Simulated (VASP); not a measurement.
A run of VASP 6.6.1 is set up as follows.

The input INCAR:

```
SYSTEM = Be
  PREC = Accurate
  ENCUT = 520
  EDIFF = 1E-6
  ISMEAR = -1
  SIGMA = 0.05
  LREAL = .False.
  LASPH = .True.
  NELM = 100
  ALGO = Normal
  ISIF = 2
  LWAVE = .False.
  LCHARG = .False.
  NBANDS = 7
```

The input KPOINTS:

```
Automatic mesh
0
Gamma
  25 25 25
  0 0 0
```

File POSCAR:

```
Be
1.0
    0.0000000000      1.3075590419      1.3075590419
    1.3075590419      0.0000000000      1.3075590419
    1.3075590419      1.3075590419      0.0000000000
Be
1
Direct
    0.0000000000      0.0000000000      0.0000000000
```

Potentials or basis: VASP PAW LDA potentials, release 64 (Be).

Command:

```console
$ cat potpaw_LDA.64/Be/POTCAR > POTCAR
$ mpirun -np 1 vasp_std > vasp.out
```

Estimate the pressure.

162.3 GPa.

Estimate the band gap on the k mesh.

zero (band 1 reaches 13.47 eV, above the bottom of band 2 at 12.29 eV).
